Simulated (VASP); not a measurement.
A run of VASP 6.6.1:

The input INCAR:

```
SYSTEM = Zn12O13
  PREC = Accurate
  ENCUT = 520
  EDIFF = 1E-7
  ISMEAR = 0
  SIGMA = 0.02
  LREAL = Auto
  LASPH = .True.
  NELM = 150
  ALGO = Normal
  ISIF = 2
  LWAVE = .False.
  LCHARG = .True.
  ISPIN = 2
  MAGMOM = 0 0 0 0 0 0 0 0 0 0 0 0 0 0 0 0 0 0 0 0 0 0 0 0 0
  LORBIT = 11
  GGA = PE
  LELF = .True.
  LVHAR = .True.
  NBANDS = 133
```

Contents of KPOINTS:

```
regular mesh
0
Gamma
  2 2 1
  0 0 0
```

The input POSCAR:

```
Zn12O13
1.0
    6.4986160000      0.0000000000      0.0000000000
    0.0000000000      5.2057090000      0.0000000000
    0.0000000000      0.0000000000     18.5659610000
Zn O
12 13
Direct
    0.2500000000      0.4999999040      0.0538620112
    0.0000000000      0.0000000000      0.1043843085
   -0.0030241824      0.5072642362      0.2093921236
    0.2489166924      0.0041709976      0.2610005483
    0.2449224573      0.4969280841      0.3656183485
   -0.0151803092     -0.0098163382      0.4118220974
    0.7500000000      0.4999999040      0.0538620112
    0.5000000000      0.0000000000      0.1043843085
    0.5009912880      0.5063852013      0.2097732512
    0.7498195000      0.0125306659      0.2560784222
    0.7308742354      0.5006386258      0.3698682228
    0.5028956935      0.0064098858      0.4044287823
    0.0000000000      0.3790100445      0.1043843085
    0.2500000000      0.8790099485      0.0538620112
    0.2469936676      0.3869797563      0.2603819969
    0.0018345445      0.8876327893      0.2091034232
   -0.0050809280      0.3737565815      0.4208728544
    0.2410219345      0.8768995731      0.3670512935
    0.5000000000      0.3790100445      0.1043843085
    0.7500000000      0.8790099485      0.0538620112
    0.7496240738      0.3940297085      0.2633763477
    0.4965477265      0.8872284256      0.2093397697
    0.4795294875      0.3603609038      0.4116416058
    0.7463967713      0.8873408022      0.3564745719
    0.8315335142      0.5707458869      0.4708684350
```

Potentials or basis: VASP PAW PBE potentials, release 64 (Zn, O).

Command:

```console
$ cat potpaw_PBE.64/Zn/POTCAR potpaw_PBE.64/O/POTCAR > POTCAR
$ mpirun -np 1 vasp_std > vasp.out
```

Hardware: 1 thread of Oxide Virtual Turin-like Processor, on a shared host.

Estimate the wall time of this run.

Wall time 47 min on 1 thread of Oxide Virtual Turin-like Processor, with other jobs on the host, peak memory 1 GiB. Counts: scf iterations 31, k points 4.
